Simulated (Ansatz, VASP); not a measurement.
**One calculation of TiW2, two programs**

INCAR

```
SYSTEM = TiW2
  ALGO = Normal
  EDIFF = 1E-6
  ENCUT = 520
  GGA = PE
  ISIF = 2
  ISMEAR = 0
  ISPIN = 2
  LASPH = .True.
  LCHARG = .False.
  LMAXMIX = 4
  LORBIT = 11
  LREAL = .False.
  LWAVE = .False.
  MAGMOM = 1 0 0
  NBANDS = 31
  NELM = 150
  PREC = Accurate
  SIGMA = 0.1
```

The input KPOINTS:

```
k-points
0
Gamma
  6 6 6
  0 0 0
```

File POSCAR:

```
TiW2
1.0
    4.4873307611      0.0000000000      0.0000000000
   -2.2436653806      3.8861424343      0.0000000000
    0.0000000000      0.0000000000      2.7730956068
Ti W
1 2
Direct
    0.0000000000      0.0000000000      0.0000000000
    0.3333333333      0.6666666667      0.3526871292
    0.6666666667      0.3333333333      0.6473128708
```

Input for Ansatz:

```yaml
crystal:
  lattice:
    - [4.4873307611, 0.0, 0.0]
    - [-2.2436653806, 3.8861424343, 0.0]
    - [0.0, 0.0, 2.7730956068]
  atoms:
    - { symbol: Ti, position: [0.0, 0.0, 0.0], spin: 1.0 }
    - { symbol: W, position: [0.3333333333, 0.6666666667, 0.3526871292] }
    - { symbol: W, position: [0.6666666667, 0.3333333333, 0.6473128708] }
basis:
  ecutwfc: 420
kpoints:
  mp_grid: { grid: [6, 6, 6] }
hamiltonian:
  xc: pbe
scf:
  occupations: { method: gaussian, width: 0.1 }
  lower_state_search: "off"
output:
  forces: true
  stress: true
  eigenvalues: true
  populations: true
magnetization:
  spin_polarized: true
```

Alike in both runs: task single point; functional PBE; k mesh 6 × 6 × 6; occupations gaussian, width 0.1 eV; collinear spin.

|  | VASP | Ansatz |
| --- | --- | --- |
| version | VASP 6.6.1 | Ansatz 0.2.0 |
| potentials or method | VASP PAW PBE potentials, release 64 (Ti_sv, W_sv), cutoff 520 eV | scalar-relativistic, plane waves, PAW |
| valence electrons in the cell | 40 | 40 |

|  | VASP | Ansatz | Ansatz less VASP |
| --- | --- | --- | --- |
| gap on the k mesh at the Fermi level (eV) | none | none | - |
| pressure (GPa) | 0.3 | 0.1 | -0.18 |
| traceless stress, the component that is largest in VASP (GPa) | 0.14 | 0.18 | +0.035 |
| rms of the force components (eV/Å) | 0.016 | 0.011 | -0.0051 |
| net moment per atom (μB) | 0.00 | 0.00 | 0.000 |

Atom by atom the forces differ by 0.005 eV/Å (rms over components). A gap of «none» marks a metal or a gap that the smearing closes. Ansatz's warnings: seeded moment not kept.

The k mesh is coarse, so the values compare programs but aren't converged. Neither program's run includes spin-orbit coupling.
